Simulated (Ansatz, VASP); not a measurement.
PbF2 in VASP and in Ansatz

```
Pb F
1.0
     0.00000    2.96366    2.96366
     2.96366    0.00000    2.96366
     2.96366    2.96366    0.00000
Pb F
1 2
Direct
  0.00000 0.00000 0.00000
  0.25000 0.25000 0.25000
  0.75000 0.75000 0.75000
```

Alike in both runs: task single point; functional PBE; k mesh 6 × 6 × 6; occupations gaussian, width 0.1 eV; no spin polarisation.

|  | VASP | Ansatz |
| --- | --- | --- |
| version | VASP 6.6.1 | Ansatz 0.2.0 |
| potentials or method | VASP PAW PBE potentials, release 64 (Pb_d, F), cutoff 600 eV | scalar-relativistic, plane waves, PAW |
| valence electrons in the cell | 28 | 28 |

Ansatz gave:

* gap on the k mesh at the Fermi level (eV): 4.44
* least direct gap on the mesh (eV): 4.57
* pressure (GPa): 2.7

Q: Which values does VASP return?

A: gap on the k mesh at the Fermi level (eV): 4.44; least direct gap on the mesh (eV): 4.56; pressure (GPa): 2.4.

The functional is the same, so the differences come from potentials, cutoffs and numerics.

Neither program's run includes spin-orbit coupling.
